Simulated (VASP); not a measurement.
# Sb in VASP: further runs

Sb is run at these levels: PBE0, PBEsol-based global hybrid with 25 % exact exchange, PBE, PBE-based screened hybrid with 25 % exact exchange; tasks: single point.

All numbers are computed with VASP 6.6.1; they aren't measurements. Logs are shortened: lines on timing, memory, paths and dates and some standing lists are left out, and cuts for length are marked.

## (1) The cell of the first run

Symmetry: R-3m, No. 166, trigonal system. Conventional cell: a = 4.308 Å, b = 4.308 Å, c = 11.274 Å, α = 90.00°, β = 90.00°, γ = 120.00°. Sb (site symmetry 3m) has 6 Sb at 2.91 to 3.35 Å within 3.8 Å.

## (2) Single point, PBE0

Input file POSCAR:

```
Sb
1.0
    2.1542000000      1.2437279499      3.7580000000
   -2.1542000000      1.2437279499      3.7580000000
    0.0000000000     -2.4874558998      3.7580000000
Sb
2
Direct
    0.7665100000      0.7665100000      0.7665100000
    0.2334900000      0.2334900000      0.2334900000
```

Input file INCAR.step1:

```
SYSTEM = Sb
PREC = Accurate
ENCUT = 520
EDIFF = 1E-5
ISMEAR = -1
SIGMA = 0.05
LREAL = .FALSE.
LASPH = .TRUE.
NELM = 80
ALGO = Normal
ISIF = 2
LWAVE = .TRUE.
LCHARG = .FALSE.
NBANDS = 12
GGA = PE
```

Input file INCAR.step2:

```
SYSTEM = Sb
PREC = Accurate
ENCUT = 520
EDIFF = 1E-6
ISMEAR = -1
SIGMA = 0.05
LREAL = .FALSE.
LASPH = .TRUE.
NELM = 80
ALGO = Normal
ISIF = 2
LWAVE = .FALSE.
LCHARG = .FALSE.
GGA = PE
LHFCALC = .TRUE.
AEXX = 0.25
PRECFOCK = Normal
NBANDS = 12
ISTART = 1
```

Input file KPOINTS:

```
regular mesh
0
G
  4 4 4
  0 0 0
```

Potentials or basis: VASP PAW PBE potentials, release 64 (Sb).

Run with:

```sh
> cat potpaw_PBE.64/Sb/POTCAR > POTCAR
> cp INCAR.step1 INCAR
> mpirun -np 1 vasp_std > vasp.out
> cp INCAR.step2 INCAR
> mpirun -np 1 vasp_std > vasp.out
```

OUTCAR:

```text
SYSTEM = Sb
   PREC = Accurate
   ENCUT = 520
   EDIFF = 1E-6
   ISMEAR = -1
   LREAL = .FALSE.
   LASPH = .TRUE.
   NELM = 80
   ISIF = 2
   GGA = PE
   LHFCALC = .TRUE.
   AEXX = 0.25
   PRECFOCK = Normal
   ISTART = 1

 ion  position               nearest neighbor table
   1  0.767  0.767  0.767-   2 2.91   2 2.91   2 2.91   2 3.35   2 3.35   2 3.35
   2  0.233  0.233  0.233-   1 2.91   1 2.91   1 2.91   1 3.35   1 3.35   1 3.35

  LATTYP: Found a trigonal (rhomboedric) cell.
 ALAT       =     4.5066618304
 COS(alpha) =     0.5430253624

  Lattice vectors:

 A1 = (   2.1542000000,   1.2437279499,   3.7580000000)
 A2 = (  -2.1542000000,   1.2437279499,   3.7580000000)
 A3 = (   0.0000000000,  -2.4874558998,   3.7580000000)

Analysis of symmetry for initial positions (statically):
=====================================================================
 Subroutine PRICEL returns:
 Original cell was already a primitive cell.

 Routine SETGRP: Setting up the symmetry group for a
 trigonal (rhombohedral) supercell.

 Subroutine GETGRP returns: Found 12 space group operations
 (whereof 12 operations were pure point group operations)
 out of a pool of 12 trial point group operations.

The static configuration has the point symmetry D_3d.

Analysis of symmetry for dynamics (positions and initial velocities):
=====================================================================
 Subroutine PRICEL returns:
 Original cell was already a primitive cell.

 Routine SETGRP: Setting up the symmetry group for a
 trigonal (rhombohedral) supercell.

 Subroutine GETGRP returns: Found 12 space group operations
 (whereof 12 operations were pure point group operations)
 out of a pool of 12 trial point group operations.

The dynamic configuration has the point symmetry D_3d.

 Subroutine INISYM returns: Found 12 space group operations
 (whereof 12 operations are pure point group operations),
 and found     1 'primitive' translations

----------------------------------------------------------------------------------------

                                     Primitive cell

  volume of cell :      60.4115

  direct lattice vectors                    reciprocal lattice vectors
     2.154200000  1.243727950  3.758000000     0.232104726  0.134005726  0.088699663
    -2.154200000  1.243727950  3.758000000    -0.232104726  0.134005726  0.088699663
     0.000000000 -2.487455900  3.758000000     0.000000000 -0.268011452  0.088699663

  length of vectors
     4.506661830  4.506661830  4.506661830     0.282307932  0.282307932  0.282307932

  position of ions in fractional coordinates (direct lattice)
     0.766510000  0.766510000  0.766510000
     0.233490000  0.233490000  0.233490000

  ion indices of the primitive-cell ions
   primitive index   ion index
                 1           1
                 2           2

----------------------------------------------------------------------------------------

 KPOINTS: regular mesh

Automatic generation of k-mesh.
 Grid dimensions read from file:
 generate k-points for:    4    4    4

 Generating k-lattice:

  Cartesian coordinates                     Fractional coordinates (reciprocal lattice)
     0.058026181  0.033501431  0.022174916     0.250000000  0.000000000  0.000000000
    -0.058026181  0.033501431  0.022174916     0.000000000  0.250000000  0.000000000
     0.000000000 -0.067002863  0.022174916     0.000000000  0.000000000  0.250000000

  Length of vectors
     0.070576983  0.070576983  0.070576983

  Shift w.r.t. Gamma in fractional coordinates (k-lattice)
     0.000000000  0.000000000  0.000000000

 Subroutine IBZKPT returns following result:
 ===========================================

 Found     13 irreducible k-points:

 Following reciprocal coordinates:
            Coordinates               Weight
  0.000000  0.000000  0.000000      1.000000
  0.250000 -0.000000  0.000000      6.000000
  0.500000 -0.000000  0.000000      3.000000
  0.250000  0.250000  0.000000      6.000000
  0.500000  0.250000 -0.000000     12.000000
 -0.250000  0.250000  0.000000      6.000000
  0.500000  0.500000  0.000000      3.000000
  0.250000  0.250000  0.250000      2.000000
  0.500000  0.250000  0.250000      6.000000
 -0.250000  0.250000  0.250000      6.000000
  0.500000  0.500000  0.250000      6.000000
 -0.250000  0.500000  0.250000      6.000000
  0.500000  0.500000  0.500000      1.000000
   k-points           NKPTS =     13   k-points in BZ     NKDIM =     64   number of bands    NBANDS=     12
   number of dos      NEDOS =    301   number of ions     NIONS =      2
   total plane-waves  NPLWV =  46656
   dimension x,y,z NGX =    36 NGY =   36 NGZ =   36
   dimension x,y,z NGXF=    72 NGYF=   72 NGZF=   72
   ions per type =               2
   NGX,Y,Z   is equivalent  to a cutoff of  13.28, 13.28, 13.28 a.u.
   NGXF,Y,Z  is equivalent  to a cutoff of  26.56, 26.56, 26.56 a.u.
 SYSTEM =  Sb
   PREC   = accura    normal or accurate (medium, high low for compatibility)
   ISTART =      1    job   : 0-new  1-cont  2-samecut
   ICHARG =      0    charge: 1-file 2-atom 10-const
   ISPIN  =      1    spin polarized calculation?
   LNONCOLLINEAR =      F non collinear calculations
   LSORBIT =      F    spin-orbit coupling
   LASPH  =      T    aspherical Exc in radial PAW
   ENCUT  =  520.0 eV  38.22 Ry    6.18 a.u.   8.38  8.38  8.38*2*pi/ulx,y,z
   NELM   =     80;   NELMIN=  2; NELMDL=  0     # of ELM steps
   EDIFF  = 0.1E-05   stopping-criterion for ELM
   LREAL  =      F    real-space projection
   EDIFFG = 0.1E-04   stopping-criterion for IOM
   NSW    =      0    number of steps for IOM
   IBRION =     -1    ionic relax: 0-MD 1-quasi-New 2-CG
   NFREE  =      0    steps in history (QN), initial steepest desc. (CG)
   ISIF   =      2    stress and relaxation
   ISYM   =      3    0-nonsym 1-usesym 2-fastsym
   POTIM  = 0.5000    time-step for ionic-motion
   TEBEG  =    0.0;   TEEND  =   0.0 temperature during run
   PSTRESS=    0.0 pullay stress
   NELECT =      10.0000    total number of electrons
   NUPDOWN=      -1.0000    fix difference up-down
   EMIN   =  10.00;   EMAX   =-10.00  energy-range for DOS
   EFERMI =   0.00;   METHOD = LEGACY
   ISMEAR =    -1;   SIGMA  =   0.05  broadening in eV -4-tet -1-fermi 0-gaus
   EFERMI_NEDOS =   21; number of points for ismear=-14 and -15
   IALGO  =     38    algorithm
   IMIX   =      1    mixing-type and parameters
     AMIX     =   0.40;   BMIX     =  1.00
     AMIX_MAG =   1.60;   BMIX_MAG =  1.00
  volume/ion in A,a.u.               =      30.21       203.84
  Fermi-wavevector in a.u.,A,eV,Ry     =   0.898880  1.698637 10.993305  0.807985
  Thomas-Fermi vector in A             =   2.021644
   LORBIT       =      0    0 simple, 1 ext, 2 COOP (PROOUT), +10 PAW based schemes
   GGA     = PE    functional components
   LHFCALC =     T    Hartree Fock is set to
   PRECFOCK=normal    Normal, Fast or Accurate (Low or Medium for compatibility)
   ENCUT4O =  -1.0   cutoff for four orbital integrals eV
   NKREDX  =     1    reduce k-point grid by
   NKREDY  =     1    reduce k-point grid by
   NKREDZ  =     1    reduce k-point grid by
   AEXX    =    0.2500 exact exchange contribution
   HFSCREEN=    0.0000 screening length (either q_TF or 0.3 A-1)
   HFSCREENC=   0.0000 screening length for correlation (either q_TF or 0.3 A-1)
   ENCUTFOCK=  -1.0 apply spherical cutoff to Coloumb kernel
   IVDW    =     0    specifies the selected vdW correction
   LEPSILON=     F    determine dielectric tensor
   LRPA    =     F    only Hartree local field effects (RPA)
 non-spin polarized calculation
  energy-cutoff  :      520.00
  volume of cell :       60.41
 maximum number of plane-waves:      1636
 NGX is ok and might be reduce to    36
  NGX = 28; NGY = 28; NGZ = 28

 number of electron      10.0000000 magnetization

 Free energy of the ion-electron system (eV)
  ---------------------------------------------------
  ext. energy  EPLUGINS =         0.00000000
  ---------------------------------------------------
  free energy    TOTEN  =       -11.36613933 eV

  energy without entropy =      -11.36613347  energy(sigma->0) =      -11.36613640

 E-fermi :   6.9483     XC(G=0):  -7.5625

 val. band max:        6.5037394504   @ k =   0.5000   0.5000   0.5000
 cond. band min:       7.4352369372   @ k =   0.5000  -0.0000   0.0000
 fundamental gap:      0.9314974869
 Fermi energy:         6.9482892178

 k-point     1 :       0.0000    0.0000    0.0000
  band No.  band energies     occupation
      1      -7.4618      2.00000
      2       1.5813      2.00000
      3       4.3233      2.00000
      4       4.6302      2.00000
      5       4.6302      2.00000
      6       9.9195      0.00000
      7      10.6587      0.00000
      8      10.6587      0.00000
      9      13.0649      0.00000
     10      13.0649      0.00000
     11      13.2563      0.00000
     12      14.6798      0.00000

 k-point     2 :       0.2500   -0.0000    0.0000
  band No.  band energies     occupation
      1      -6.7049      2.00000
      2      -1.0317      2.00000
      3       4.4241      2.00000
      4       4.5197      2.00000
      5       5.6149      2.00000
      6       8.9743      0.00000
      7       9.1498      0.00000
      8       9.2228      0.00000
      9      12.9074      0.00000
     10      13.4903      0.00000
     11      14.0451      0.00000
     12      18.0268      0.00000

 k-point     3 :       0.5000   -0.0000    0.0000
  band No.  band energies     occupation
      1      -4.8362      2.00000
      2      -4.0378      2.00000
      3       4.4702      2.00000
      4       4.6195      2.00000
      5       6.3866      1.99997
      6       7.4352      0.00012
      7       7.8600      0.00000
      8       8.1452      0.00000
      9      15.7669      0.00000
     10      16.3612      0.00000
     11      17.3518      0.00000
     12      17.3575      0.00000
[... 121 lines left out ...]
 k-point    12 :      -0.2500    0.5000    0.2500
  band No.  band energies     occupation
      1      -4.2911      2.00000
      2      -3.2637      2.00000
      3       1.0870      2.00000
      4       1.1003      2.00000
      5       5.9416      2.00000
      6       8.4005      0.00000
      7      12.5659      0.00000
      8      12.5784      0.00000
      9      14.3238      0.00000
     10      14.5096      0.00000
     11      18.4429      0.00000
     12      18.4980      0.00000

 k-point    13 :       0.5000    0.5000    0.5000
  band No.  band energies     occupation
      1      -5.7473      2.00000
      2      -3.3307      2.00000
      3       5.1768      2.00000
      4       5.1768      2.00000
      5       6.5037      1.99972
      6       7.7162      0.00000
      7       7.7162      0.00000
      8       8.6833      0.00000
      9      15.1870      0.00000
     10      16.8263      0.00000
     11      16.8263      0.00000
     12      17.3871      0.00000

------------------------ aborting loop because EDIFF is reached ----------------------------------------

  FORCE on cell =-STRESS in cart. coord.  units (eV):
  Direction    XX          YY          ZZ          XY          YZ          ZX
  --------------------------------------------------------------------------------------
  -------------------------------------------------------------------------------------
  Total       -0.0750704     -0.0750704     -0.2726599      0.0000000      0.0000000     -0.0000000
  in kB       -1.9909476     -1.9909476     -7.2312338      0.0000000      0.0000000     -0.0000000
  external PRESSURE =      -3.7377097 kB  Pullay stress =       0.0000000 kB

 VOLUME and BASIS-vectors are now :
 -----------------------------------------------------------------------------
  energy-cutoff  :      520.00
  volume of cell :       60.41
      direct lattice vectors                 reciprocal lattice vectors
     2.154200000  1.243727950  3.758000000     0.232104726  0.134005726  0.088699663
    -2.154200000  1.243727950  3.758000000    -0.232104726  0.134005726  0.088699663
     0.000000000 -2.487455900  3.758000000     0.000000000 -0.268011452  0.088699663

 POSITION                                       TOTAL-FORCE (eV/Angst)
 -----------------------------------------------------------------------------------
      0.00000      0.00000      8.64163         0.000000      0.000000      0.456554
      0.00000      0.00000      2.63237         0.000000     -0.000000     -0.456554
 -----------------------------------------------------------------------------------
    total drift:                                0.000000     -0.000000     -0.000000

  FREE ENERGIE OF THE ION-ELECTRON SYSTEM (eV)
  ---------------------------------------------------
  free  energy   TOTEN  =       -11.3661393346 eV

  energy  without entropy=      -11.3661334703  energy(sigma->0) =      -11.36613640
```

Run time: 28 min. Hardware: 1 thread of AMD EPYC 7R13, shared host; peak memory 0.18 GiB.

What came out:

```
Free energy            : -11.3661 eV
Pressure               : -0.4 GPa
Largest force          : 0.457 eV/Å
Band gap on the k mesh : 0.93 eV (least direct gap 1.05 eV)
```

Forces in eV/Å, atoms in the order of the input:
```
Sb   0.000  0.000  0.457
Sb   0.000  0.000 -0.457
```

Caveat: the k points lie up to 0.44 Å⁻¹ apart; the PAW data sets were made with another functional, which shifts forces and pressure a little; spin-orbit coupling is left out, which moves the levels of the heavy elements.

## (3) Single point, PBEsol-based global hybrid with 25 % exact exchange (the cell strained at random)

Input file POSCAR:

```
Sb
1.0
    2.1096669897      1.2334811727      3.7274298323
   -2.1572360985      1.2707107826      3.7418469757
    0.0090853990     -2.5305586748      3.7435863484
Sb
2
Direct
    0.7726035342      0.7693064201      0.7677349267
    0.2273964658      0.2306935799      0.2322650733
```

Input file INCAR.step1:

```
PREC     = Accurate       # precision mode
ENCUT    = 520            # plane-wave cutoff, eV
EDIFF    = 1E-5           # SCF threshold, eV
ISMEAR   = -1             # smearing method
SIGMA    = 0.02           # smearing width, eV
LREAL    = False          # projectors in reciprocal space
LASPH    = True           # aspherical terms in the spheres
NELM     = 80             # most SCF steps
ALGO     = Normal         # electronic algorithm
ISIF     = 2              # what is computed and relaxed
LWAVE    = True           # write WAVECAR
NBANDS   = 12             # bands
GGA      = PE             # functional
```

Input file INCAR.step2:

```
PREC     = Accurate       # precision mode
ENCUT    = 520            # plane-wave cutoff, eV
EDIFF    = 1E-6           # SCF threshold, eV
ISMEAR   = -1             # smearing method
SIGMA    = 0.02           # smearing width, eV
LREAL    = False          # projectors in reciprocal space
LASPH    = True           # aspherical terms in the spheres
NELM     = 80             # most SCF steps
ALGO     = Normal         # electronic algorithm
ISIF     = 2              # what is computed and relaxed
LWAVE    = False          # write WAVECAR
LCHARG   = True           # write CHGCAR
GGA      = PS             # functional
LHFCALC  = True           # exact exchange
AEXX     = 0.25           # exact-exchange fraction
PRECFOCK = Normal       
LELF     = True           # ELF
LVHAR    = True         
NBANDS   = 12             # bands
ISTART   = 1
```

Input file KPOINTS:

```
Automatic mesh
0
Gamma
  4 4 4
```

Potentials or basis: VASP PAW PBE potentials, release 64 (Sb).

Run with:

```sh
> cat potpaw_PBE.64/Sb/POTCAR > POTCAR
> cp INCAR.step1 INCAR
> mpirun -np 1 vasp_std > vasp.out
> cp INCAR.step2 INCAR
> mpirun -np 1 vasp_std > vasp.out
```

It took 48 min on 1 thread of AMD EPYC 7R43 (Zen 3), shared host; peak memory 0.18 GiB.

The run converged. Its results:

| Item | Value |
| --- | --- |
| Free energy | -11.9752 eV |
| Pressure | -1.0 GPa |
| Largest force | 0.045 eV/Å |
| Band gap on the k mesh | zero (bands 5 and 6 overlap by 0.78 eV) |

Forces on the atoms (eV/Å):
```
Sb   0.000  0.005  0.044
Sb   0.000 -0.005 -0.044
```

Stress tensor (GPa, compression positive):
```
-1.01  0.02  0.02
 0.02 -1.05  0.04
 0.02  0.04 -0.87
```

Levels at points of the mesh, in eV from the Fermi level:
| k point | band 1 | band 2 | band 3 | band 4 | band 5 | band 6 | band 7 | band 8 | band 9 | band 10 |
| --- | --- | --- | --- | --- | --- | --- | --- | --- | --- | --- |
| (0.00, 0.00, 0.00) | -14.43 | -5.26 | -2.53 | -2.37 | -2.16 | 2.71 | 3.70 | 3.74 | 6.08 | 6.43 |
| (0.50, 0.00, 0.00) | -11.80 | -10.84 | -2.82 | -2.31 | -0.59 | -0.40 | 1.20 | 1.42 | 9.00 | 9.91 |
| (0.00, 0.50, 0.00) | -11.86 | -10.94 | -2.64 | -2.31 | -0.41 | 0.53 | 1.26 | 1.58 | 8.86 | 9.66 |
| (0.50, 0.50, 0.00) | -11.85 | -9.17 | -6.14 | -4.44 | -4.29 | 2.27 | 6.36 | 7.13 | 8.49 | 10.04 |
| (0.00, 0.00, 0.50) | -11.90 | -10.98 | -2.52 | -2.36 | 0.38 | 0.71 | 1.26 | 1.66 | 8.83 | 9.57 |
| (0.50, 0.00, 0.50) | -11.77 | -9.20 | -6.19 | -4.45 | -4.31 | 2.21 | 6.33 | 7.08 | 8.54 | 10.00 |
| (0.00, 0.50, 0.50) | -11.72 | -9.19 | -6.25 | -4.60 | -4.19 | 2.12 | 6.38 | 7.00 | 8.55 | 9.94 |
| (0.50, 0.50, 0.50) | -12.84 | -9.96 | -2.04 | -1.79 | -0.70 | 0.92 | 0.98 | 1.94 | 8.13 | 9.78 |

Caveat: the k points lie up to 0.45 Å⁻¹ apart, too coarse for converged energies and pressures of a metal; the cell differs from its parent crystal (the cell strained at random); the PAW data sets were made with another functional, which shifts forces and pressure a little; spin-orbit coupling is left out, which moves the levels of the heavy elements.

## (4) Single point, PBE (atoms moved at random)

Input file INCAR:

```
ALGO = Normal
EDIFF = 1E-6
ENCUT = 500
GGA = PE
GGA_COMPAT = F
ISIF = 2
ISMEAR = -1
LASPH = T
LCHARG = F
LREAL = F
LWAVE = F
NBANDS = 12
NELM = 120
PREC = Accurate
SIGMA = 0.05
```

Input file KPOINTS:

```
k-points
0
Gamma
  8 8 8
```

Input file POSCAR:

```
Sb
1.0
    2.1542000000      1.2437279499      3.7580000000
   -2.1542000000      1.2437279499      3.7580000000
    0.0000000000     -2.4874558998      3.7580000000
Sb
2
Direct
    0.7676430000      0.7550740000      0.7647910000
    0.2500380000      0.2274410000      0.2223170000
```

Run with:

```sh
> cat potpaw_PBE.64/Sb/POTCAR > POTCAR
> mpirun -np 1 vasp_std > vasp.out
```

It took 5 min on 1 thread of AMD EPYC 7R43 (Zen 3), shared host; peak memory 0.27 GiB.

Results (log left out):

| Property | Result |
| --- | --- |
| Free energy | -8.2590 eV |
| Pressure | 2.2 GPa |
| Largest force | 0.112 eV/Å |
| Band gap on the k mesh | zero (bands 5 and 6 overlap by 0.42 eV) |

Forces on the atoms (eV/Å):
```
Sb   0.055  0.096 -0.018
Sb  -0.055 -0.096  0.018
```

Stress tensor (GPa, compression positive):
```
 2.58  0.13 -0.25
 0.13  2.38 -0.47
-0.25 -0.47  1.68
```

Levels at points of the mesh, in eV from the Fermi level:
```
           k point  band 1  band 2  band 3  band 4  band 5  band 6  band 7  band 8  band 9  band 10
(0.00, 0.00, 0.00)  -12.75   -4.87   -2.19   -1.88   -1.74    2.16    2.56    2.80    4.91     5.02
(0.50, 0.00, 0.00)  -10.24   -9.84   -1.90   -1.83   -0.33   -0.18    0.02    0.29    7.59     8.04
(0.00, 0.50, 0.00)  -10.35   -9.72   -1.87   -1.83   -0.36   -0.26    0.04    0.34    7.53     8.08
(0.00, 0.00, 0.50)  -10.49   -9.55   -1.92   -1.73   -0.50   -0.34    0.12    0.34    7.46     8.13
(0.50, 0.50, 0.00)  -10.43   -7.86   -5.64   -3.82   -3.70    1.48    4.87    5.44    6.79     8.61
(0.50, 0.00, 0.50)  -10.38   -8.01   -5.54   -3.87   -3.67    1.55    4.87    5.36    6.86     8.62
(0.00, 0.50, 0.50)  -10.33   -8.12   -5.46   -3.89   -3.66    1.61    4.85    5.30    6.91     8.63
(0.50, 0.50, 0.50)  -11.13   -9.16   -1.43   -1.12   -0.44   -0.13    0.17    1.00    7.04     8.57
```

Caveat: the cell differs from its parent crystal (atoms moved at random); spin-orbit coupling is left out, which moves the levels of the heavy elements.

[end of part 1 of 2]

The gap in the log of VASP goes by the Fermi energy; the results here count the filled bands.